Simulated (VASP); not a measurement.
# Zn in VASP: notebook, part 2 of 2

VASP 6.6.1.

## (3) Single point, PBE

INCAR

```
SYSTEM = Zn
  PREC = Accurate
  ENCUT = 520
  EDIFF = 1E-7
  ISMEAR = -1
  SIGMA = 0.08
  LREAL = .FALSE.
  LASPH = .TRUE.
  NELM = 60
  ALGO = Normal
  ISIF = 2
  LWAVE = .FALSE.
  LCHARG = .TRUE.
  LDIPOL = .TRUE.
  IDIPOL = 3
  DIPOL = 0.5 0.5 0.500
  GGA = PE
  LELF = .TRUE.
  LVHAR = .TRUE.
  LVACPOTAV = .TRUE.
  NBANDS = 38
```

KPOINTS

```
Automatic mesh
0
G
  16 16 1
  0 0 0
```

POSCAR

```
Zn
1.0
    2.6356265398      0.0000000000      0.0000000000
   -1.3178132699      2.2825195384      0.0000000000
    0.0000000000      0.0000000000     20.7037000000
Zn
5
Direct
    0.0000000000      0.0000000000      0.2656530456
    0.3333333333      0.6666666667      0.3843969497
    0.0000000000      0.0000000000      0.4999999983
    0.3333333333      0.6666666667      0.6156030456
    0.0000000000      0.0000000000      0.7343469544
```

Potentials or basis: VASP PAW PBE potentials, release 64 (Zn).

Command:

```sh
> cat potpaw_PBE.64/Zn/POTCAR > POTCAR
> mpirun -np 1 vasp_std > vasp.out
```

OUTCAR:

```text
SYSTEM = Zn
   PREC = Accurate
   ENCUT = 520
   EDIFF = 1E-7
   ISMEAR = -1
   LREAL = .FALSE.
   LASPH = .TRUE.
   NELM = 60
   ISIF = 2
   GGA = PE

 ion  position               nearest neighbor table
   1  0.000  0.000  0.266-   2 2.89   2 2.89   2 2.89
   2  0.333  0.667  0.384-   3 2.84   3 2.84   3 2.84   1 2.89   1 2.89   1 2.89
   3  0.000  0.000  0.500-   4 2.84   4 2.84   4 2.84   2 2.84   2 2.84   2 2.84
   4  0.333  0.667  0.616-   3 2.84   3 2.84   3 2.84   5 2.89   5 2.89   5 2.89
   5  0.000  0.000  0.734-   4 2.89   4 2.89   4 2.89

  LATTYP: Found a hexagonal cell.
 ALAT       =     2.6356265398
 C/A-ratio  =     7.8553238433

  Lattice vectors:

 A1 = (   2.6356265398,   0.0000000000,   0.0000000000)
 A2 = (  -1.3178132699,   2.2825195384,   0.0000000000)
 A3 = (   0.0000000000,   0.0000000000,  20.7037000000)

Analysis of symmetry for initial positions (statically):
=====================================================================
 Subroutine PRICEL returns:
 Original cell was already a primitive cell.

 Routine SETGRP: Setting up the symmetry group for a
 hexagonal supercell.

 Subroutine GETGRP returns: Found 12 space group operations
 (whereof 12 operations were pure point group operations)
 out of a pool of 24 trial point group operations.

The static configuration has the point symmetry D_3h.

Analysis of symmetry for dynamics (positions and initial velocities):
=====================================================================
 Subroutine PRICEL returns:
 Original cell was already a primitive cell.

 Routine SETGRP: Setting up the symmetry group for a
 hexagonal supercell.

 Subroutine GETGRP returns: Found 12 space group operations
 (whereof 12 operations were pure point group operations)
 out of a pool of 24 trial point group operations.

The dynamic configuration has the point symmetry D_3h.

 Subroutine INISYM returns: Found 12 space group operations
 (whereof 12 operations are pure point group operations),
 and found     1 'primitive' translations
[... 124 lines left out ...]
  Thomas-Fermi vector in A             =   2.415602
   LORBIT       =      0    0 simple, 1 ext, 2 COOP (PROOUT), +10 PAW based schemes
   GGA     = PE    functional components
   LHFCALC =     F    Hartree Fock is set to
   AEXX    =    0.0000 exact exchange contribution
   IVDW    =     0    specifies the selected vdW correction
   LEPSILON=     F    determine dielectric tensor
   LRPA    =     F    only Hartree local field effects (RPA)
 non-spin polarized calculation
  energy-cutoff  :      520.00
  volume of cell :      124.55
 maximum number of plane-waves:      3399
 NGX is ok and might be reduce to    20
   NGX =  9   NGY =  9   NGZ = 77

 number of electron      59.9999945 magnetization

 dipolmoment           0.000000      0.000000      0.000001 electrons x Angstroem

 Free energy of the ion-electron system (eV)
  ---------------------------------------------------
  ext. energy  EPLUGINS =         0.00000000
  ---------------------------------------------------
  free energy    TOTEN  =        -5.32183717 eV

  energy without entropy =       -5.30394507  energy(sigma->0) =       -5.31289112

 E-fermi :   0.3329     XC(G=0):  -7.6575

 val. band max:        0.3147635543   @ k =   0.3750   0.2500   0.0000
 cond. band min:       0.3705148174   @ k =   0.0000   0.0000   0.0000
 fundamental gap:      0.0557512631
 Fermi energy:         0.3328997107

 k-point     1 :       0.0000    0.0000    0.0000
  band No.  band energies     occupation
      1     -10.1828      2.00000
      2      -9.4590      2.00000
      3      -8.7503      2.00000
      4      -8.3558      2.00000
      5      -8.3549      2.00000
      6      -7.6461      2.00000
[... 973 lines left out ...]
     37       6.4676      0.00000
     38       6.8704      0.00000

 [... further k-points ...]

------------------------ aborting loop because EDIFF is reached ----------------------------------------

  FORCE on cell =-STRESS in cart. coord.  units (eV):
  Direction    XX          YY          ZZ          XY          YZ          ZX
  --------------------------------------------------------------------------------------
  -------------------------------------------------------------------------------------
  Total        0.6740528      0.6740528      0.1337288     -0.0000000      0.0000000      0.0000000
  in kB        8.6707792      8.6707792      1.7202403     -0.0000000      0.0000000      0.0000000
  external PRESSURE =       6.3539329 kB  Pullay stress =       0.0000000 kB

 VOLUME and BASIS-vectors are now :
 -----------------------------------------------------------------------------
  energy-cutoff  :      520.00
  volume of cell :      124.55
      direct lattice vectors                 reciprocal lattice vectors
     2.635626540  0.000000000  0.000000000     0.379416425  0.219056175  0.000000000
    -1.317813270  2.282519538  0.000000000     0.000000000  0.438112350  0.000000000
     0.000000000  0.000000000 20.703700000     0.000000000  0.000000000  0.048300545

 POSITION                                       TOTAL-FORCE (eV/Angst)
 -----------------------------------------------------------------------------------
      0.00000      0.00000      5.50000        -0.000000     -0.000000     -0.012983
     -0.00000      1.52168      7.95844        -0.000000     -0.000000     -0.000494
      0.00000      0.00000     10.35185         0.000000     -0.000000      0.000000
     -0.00000      1.52168     12.74526        -0.000000      0.000000      0.000494
      0.00000      0.00000     15.20370         0.000000     -0.000000      0.012983
 -----------------------------------------------------------------------------------
    total drift:                               -0.000003      0.000002      0.000099

  FREE ENERGIE OF THE ION-ELECTRON SYSTEM (eV)
  ---------------------------------------------------
  free  energy   TOTEN  =        -5.3218371689 eV

  energy  without entropy=       -5.3039450748  energy(sigma->0) =       -5.31289112

 vacuum level on the upper side and lower side of the slab         4.297         4.297
```

OSZICAR:

```text
N       E                     dE             d eps       ncg     rms          rms(c)
DAV:   1     0.403248792268E+03    0.40325E+03   -0.29714E+04  2280   0.215E+03
DAV:   2     0.290478578521E+02   -0.37420E+03   -0.36319E+03  2298   0.434E+02
DAV:   3    -0.526427127530E+01   -0.34312E+02   -0.34080E+02  2484   0.142E+02
[... 13 lines left out ...]
DAV:  17    -0.532182608617E+01   -0.28923E-04   -0.63399E-06  2350   0.414E-02    0.404E-03
DAV:  18    -0.532183250929E+01   -0.64231E-05   -0.23245E-06  2426   0.249E-02    0.127E-03
DAV:  19    -0.532183619765E+01   -0.36884E-05   -0.19234E-07  1632   0.102E-02    0.122E-03
DAV:  20    -0.532183713617E+01   -0.93852E-06   -0.19954E-07  1632   0.639E-03    0.432E-04
DAV:  21    -0.532183716885E+01   -0.32687E-07   -0.10122E-08  1556   0.248E-03
   1 F= -.53218372E+01 E0= -.53128911E+01  d E =-.178921E-01
```

stdout:

```text
POSCAR found type information on POSCAR Zn
 POSCAR found :  1 types and       5 ions
 scaLAPACK will be used
 LDA part: xc-table for (Slater+PW92), standard interpolation
 POSCAR, INCAR and KPOINTS ok, starting setup
 FFT: planning ... GRIDC
 FFT: planning ... GRID_SOFT
 FFT: planning ... GRID
 WAVECAR not read
 entering main loop
 -----------------------------------------------------------------------------
|                                                                             |
|           W    W    AA    RRRRR   N    N  II  N    N   GGGG   !!!           |
|           W    W   A  A   R    R  NN   N  II  NN   N  G    G  !!!           |
|           W    W  A    A  R    R  N N  N  II  N N  N  G       !!!           |
|           W WW W  AAAAAA  RRRRR   N  N N  II  N  N N  G  GGG   !            |
|           WW  WW  A    A  R   R   N   NN  II  N   NN  G    G                |
|           W    W  A    A  R    R  N    N  II  N    N   GGGG   !!!           |
|                                                                             |
|     Did not find any points to average over, which means that no vacuum     |
|     field-free region was found. Please increase the size of  your cell     |
|     in the dimension of the dipole correction to obtain accurate            |
|     workfunction values.                                                    |
|                                                                             |
 -----------------------------------------------------------------------------
```

Run time: 1.9 min. Hardware: 1 thread of Intel Xeon 6975P-C (Granite Rapids), shared host; peak memory 0.29 GiB.

What came out:

- Free energy: -5.3218 eV
- Largest force: 0.013 eV/Å
- Band gap on the k mesh: zero (bands 30 and 31 overlap by 3.71 eV)

Forces in eV/Å, atoms in the order of the input:
```
Zn   0.000  0.000 -0.013
Zn   0.000  0.000  0.000
Zn   0.000  0.000  0.000
Zn   0.000  0.000  0.000
Zn   0.000  0.000  0.013
```
